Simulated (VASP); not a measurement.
A run of VASP 6.6.1 is set up as follows.

File INCAR:

```
SYSTEM = Si2B3
ALGO = Normal ; EDIFF = 1E-6
ENCUT = 500 ; GGA = PE
GGA_COMPAT = .FALSE. ; ISIF = 2
ISMEAR = 0 ; LASPH = .TRUE.
LCHARG = .FALSE. ; LREAL = .FALSE.
LWAVE = .FALSE. ; NBANDS = 16
NELM = 120 ; PREC = Accurate
SIGMA = 0.1
```

The input KPOINTS:

```
k-points
0
G
  12 12 6
  0 0 0
```

Contents of POSCAR:

```
Si2B3
1.0
    3.0708092472      0.0000000000      0.0000000000
   -1.5354046236      2.6593988183      0.0000000000
    0.0000000000      0.0000000000      5.7861005064
Si B
2 3
Direct
    0.6666666667      0.3333333333      0.8107657715
    0.3333333333      0.6666666667      0.1892342285
    0.0000000000      0.0000000000      0.0000000000
    0.3333333333      0.6666666667      0.5288136195
    0.6666666667      0.3333333333      0.4711863805
```

Potentials or basis: VASP PAW PBE potentials, release 64 (Si, B).

Command:

```bash
$ cat potpaw_PBE.64/Si/POTCAR potpaw_PBE.64/B/POTCAR > POTCAR
$ mpirun -np 1 vasp_std > vasp.out
```

Problem. What does it give for the pressure?

Solution. 0.0 GPa.

Problem. Estimate the largest force.

Solution. 0.006 eV/Å.

Stress tensor (GPa, compression positive):
```
-0.01  0.00  0.00
 0.00 -0.01  0.00
 0.00  0.00 -0.12
```
